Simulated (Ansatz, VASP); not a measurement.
Given: the input of a run of Ansatz 0.2.0 on Hf.

File input.yaml:

```yaml
crystal:
  lattice:
    - [5.0276308424, 0.0, 0.0]
    - [-2.5138154212, 4.3540560303, 0.0]
    - [0.0, 0.0, 3.1268452265]
  atoms:
    - { symbol: Hf, position: [0.0, 0.0, 0.0] }
    - { symbol: Hf, position: [0.3333333333, 0.6666666667, 0.5] }
    - { symbol: Hf, position: [0.6666666667, 0.3333333333, 0.5] }
hamiltonian:
  xc: pbe
  pseudopotentials: { kind: paw }
kpoints:
  mp_grid: { grid: [6, 6, 9] }
scf:
  occupations: { method: fermi_dirac, width: 0.05 }
output:
  forces: true
  stress: true
  eigenvalues: true
```

Potentials or basis: Ansatz PAW.

Launch:

```bash
$ ansatz run input.yaml --threads 2 --pin off --max-ram 5120MiB --backend cpu --events-out ev --progress --plain --runs-dir out
```

Translate it to VASP 6.6.1. Potentials there: VASP PAW PBE potentials, release 64 (Hf_pv).

As run (the cutoff follows the program's own potentials):

Contents of INCAR:

```
SYSTEM = Hf
  PREC = Accurate
  ENCUT = 520
  EDIFF = 1E-7
  ISMEAR = -1
  SIGMA = 0.05
  LREAL = .False.
  LASPH = .True.
  NELM = 60
  ALGO = Fast
  ISIF = 2
  LWAVE = .False.
  LCHARG = .False.
  GGA = PE
  NBANDS = 22
```

KPOINTS

```
Automatic mesh
0
Gamma
  6 6 9
  0 0 0
```

The input POSCAR:

```
Hf
1.0
    5.0276308424      0.0000000000      0.0000000000
   -2.5138154212      4.3540560303      0.0000000000
    0.0000000000      0.0000000000      3.1268452265
Hf
3
Direct
    0.0000000000      0.0000000000      0.0000000000
    0.3333333333      0.6666666667      0.5000000000
    0.6666666667      0.3333333333      0.5000000000
```

Potentials or basis: VASP PAW PBE potentials, release 64 (Hf_pv).

Run with:

```bash
$ cat potpaw_PBE.64/Hf_pv/POTCAR > POTCAR
$ mpirun -np 1 vasp_std > vasp.out
```

Both were run:

|  | VASP | Ansatz | Ansatz less VASP |
| --- | --- | --- | --- |
| gap on the k mesh at the Fermi level (eV) | none | none | - |
| pressure (GPa) | -2.6 | -2.2 | +0.43 |
| traceless stress, the component that is largest in VASP (GPa) | 0.06 | -0.04 | -0.100 |

A gap of «none» marks a metal or a gap that the smearing closes. VASP's potentials hold 30 valence electrons a cell and Ansatz's 78, so a difference there can come from the potentials and not from the codes.

Neither program's run includes spin-orbit coupling.
